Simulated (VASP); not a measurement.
Here is a VASP 6.6.1 calculation.

File INCAR:

```
SYSTEM = GaN
PREC     = Accurate       ! precision mode
ENCUT    = 520            ! plane-wave cutoff, eV
EDIFF    = 1E-6           ! SCF threshold, eV
ISMEAR   = -1             ! smearing method
SIGMA    = 0.02           ! smearing width, eV
LREAL    = .FALSE.        ! projectors in reciprocal space
LASPH    = .TRUE.         ! aspherical terms in the spheres
NELM     = 100            ! most SCF steps
ALGO     = Normal         ! electronic algorithm
ISIF     = 2              ! what is computed and relaxed
LWAVE    = .FALSE.        ! write WAVECAR
LCHARG   = .FALSE.        ! write CHGCAR
GGA      = PE             ! functional
NBANDS   = 16             ! bands
```

File KPOINTS:

```
Automatic mesh
0
G
  10 10 10
  0 0 0
```

POSCAR

```
GaN
1.0
   -0.0424854305      2.2514461614      2.2514461614
    2.2514461614     -0.0424854305      2.2514461614
    2.2514461614      2.2514461614     -0.0424854305
Ga N
1 1
Direct
   -0.0012512220     -0.0012512220     -0.0012512220
    0.2512512220      0.2512512220      0.2512512220
```

Potentials or basis: VASP PAW PBE potentials, release 64 (Ga_d, N).

Command:

```sh
$ cat potpaw_PBE.64/Ga_d/POTCAR potpaw_PBE.64/N/POTCAR > POTCAR
$ mpirun -np 1 vasp_std > vasp.out
```

(1) Predict the pressure.

(2) Predict the band gap on the k mesh.

Results:

(1) 0.5 GPa.

(2) 1.44 eV, direct.

Caveat: the cell differs from its parent crystal (epitaxial 111 strain +2.0%).
